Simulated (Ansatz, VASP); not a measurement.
**Os: VASP beside Ansatz**

```
Os
1.0
     0.00000    1.91582    1.88665
     1.91582    0.00000    1.88665
     1.91582    1.91582    0.00000
Os
1
Direct
  0.00000 0.00000 0.00000
```

Change from the starting cell: strain -0.015 along x and y, -0.030 along z, atoms carried along.

Alike in both runs: task single point; functional r2SCAN; k mesh 20 × 20 × 20; occupations gaussian, width 0.15 eV; no spin polarisation.

|  | VASP | Ansatz |
| --- | --- | --- |
| version | VASP 6.6.1 | Ansatz 0.2.0 |
| potentials or method | VASP PAW PBE potentials, release 64 (Os), cutoff 520 eV | scalar-relativistic, plane waves, PAW |
| valence electrons in the cell | 8 | 16 |

|  | VASP | Ansatz | Ansatz less VASP |
| --- | --- | --- | --- |
| gap on the k mesh at the Fermi level (eV) | none | none | - |
| pressure (GPa) | 8.2 | 7.0 | -1.25 |
| traceless stress, the component that is largest in VASP (GPa) | 3.49 | 3.49 | +0.001 |

VASP's potentials were made for PBE, not for r2SCAN. A gap of «none» marks a metal or a gap that the smearing closes. VASP's potentials hold 8 valence electrons a cell and Ansatz's 16, so a difference there can come from the potentials and not from the codes.

Spin-orbit coupling is off throughout.
